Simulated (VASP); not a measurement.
A run of VASP 6.6.1 is set up as follows.

The input POSCAR:

```
MgO
1.0
    0.0000000000      2.1135000000      2.1135000000
    2.1135000000      0.0000000000      2.1135000000
    2.1135000000      2.1135000000      0.0000000000
Mg O
1 1
Direct
    0.0000000000      0.0000000000      0.0000000000
    0.5000000000      0.5000000000      0.5000000000
```

INCAR.step1

```
SYSTEM = MgO
  PREC = Accurate
  ENCUT = 660
  ISMEAR = 0
  SIGMA = 0.01
  LREAL = .False.
  LASPH = .True.
  NELM = 120
  NBANDS = 11
  GGA = PE
  ALGO = Normal
  EDIFF = 1E-5
  LWAVE = .True.
  LCHARG = .False.
  GGA_COMPAT = .False.
```

File INCAR.step2:

```
SYSTEM = MgO
  PREC = Accurate
  ENCUT = 660
  EDIFF = 1E-6
  ISMEAR = 0
  SIGMA = 0.01
  LREAL = .False.
  LASPH = .True.
  NELM = 120
  ALGO = Normal
  ISIF = 2
  LWAVE = .False.
  LCHARG = .True.
  METAGGA = R2SCAN
  LMIXTAU = .True.
  LELF = .True.
  LVHAR = .True.
  NBANDS = 11
  ISTART = 1
  GGA_COMPAT = .False.
```

The input KPOINTS:

```
Automatic mesh
0
Gamma
  9 9 9
  0 0 0
```

Potentials or basis: VASP PAW PBE potentials, release 64 (Mg, O).

Command:

```sh
$ cat potpaw_PBE.64/Mg/POTCAR potpaw_PBE.64/O/POTCAR > POTCAR
$ cp INCAR.step1 INCAR
$ mpirun -np 1 vasp_std > vasp.out
$ cp INCAR.step2 INCAR
$ mpirun -np 1 vasp_std > vasp.out
```

(1) What does it give for the band gap on the k mesh?

(2) What does it give for the pressure?

## Answers

(1) 5.50 eV.

(2) -4.0 GPa.

Caveat: the cell stands under tension; the PAW data sets were made with another functional, which shifts forces and pressure a little.
